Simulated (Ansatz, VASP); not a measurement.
## GaSe3 in VASP and in Ansatz

```xyz
8
Lattice="-3.2442 3.2442 4.6393 3.2442 -3.2442 4.6393 3.2442 3.2442 -4.6393" Properties=species:S:1:pos:R:3 pbc="T T T"
Ga    0.0000    3.2442    2.3197
Ga    3.2442    0.0000    2.3197
Se    0.0000    0.0000    6.9590
Se    0.0000    0.0000    2.3197
Se    4.6725    1.4283    0.0000
Se   -1.4283    1.8159    4.6393
Se    1.8159    1.4283    4.6393
Se    1.4283    1.8159    0.0000
```

Change from the starting cell: species swapped into the AlPt3 type (I4/mcm, No. 140).

Alike in both runs: task single point; functional PBE; k mesh 4 × 4 × 4; occupations gaussian, width 0.1 eV; no spin polarisation.

|  | VASP | Ansatz |
| --- | --- | --- |
| version | VASP 6.6.1 | Ansatz 0.2.0 |
| potentials or method | VASP PAW PBE potentials, release 64 (Ga_d, Se), cutoff 520 eV | scalar-relativistic, plane waves, PAW |
| valence electrons in the cell | 62 | 122 |

|  | VASP | Ansatz | Ansatz less VASP |
| --- | --- | --- | --- |
| gap on the k mesh at the Fermi level (eV) | none | none | - |
| pressure (GPa) | -5.6 | -5.6 | -0.02 |
| traceless stress, the component that is largest in VASP (GPa) | -1.26 | -1.26 | -0.003 |
| rms of the force components (eV/Å) | 0.084 | 0.084 | +0.0005 |

Atom by atom the forces differ by 0.000 eV/Å (rms over components). A gap of «none» marks a metal or a gap that the smearing closes. VASP's potentials hold 62 valence electrons a cell and Ansatz's 122, so a difference there can come from the potentials and not from the codes.
